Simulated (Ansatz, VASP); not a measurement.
## Two plane-wave programs on Ti

```
Ti
1.0
     0.00000    3.25551   -3.25551
     3.25551   -3.25551    0.00000
    -3.25551   -3.25551   -3.25551
Ti
6
Direct
  0.66667 0.33333 0.83333
  0.33333 0.66667 0.66667
  0.00000 0.00000 0.50000
  0.66667 0.33333 0.33333
  0.33333 0.66667 0.16667
  0.00000 0.00000 0.00000
```

Alike in both runs: task relaxation of cell and atoms; functional PBE; k mesh 12 × 12 × 6; occupations gaussian, width 0.1 eV; no spin polarisation.

|  | VASP | Ansatz |
| --- | --- | --- |
| version | VASP 6.6.1 | Ansatz 0.2.0 |
| potentials or method | VASP PAW PBE potentials, release 64 (Ti_sv), cutoff 500 eV | scalar-relativistic, plane waves, PAW |
| valence electrons in the cell | 72 | 72 |

```tsv
	VASP	Ansatz	Ansatz less VASP
gap on the k mesh at the Fermi level, each at its own relaxed structure (eV)	none	none	-
relaxed volume (Å³/atom)	17.19	17.23	+0.040
relaxed cell length with the largest relative difference (Å)	4.600	4.605	+0.0053
```

A gap of «none» marks a metal or a gap that the smearing closes.
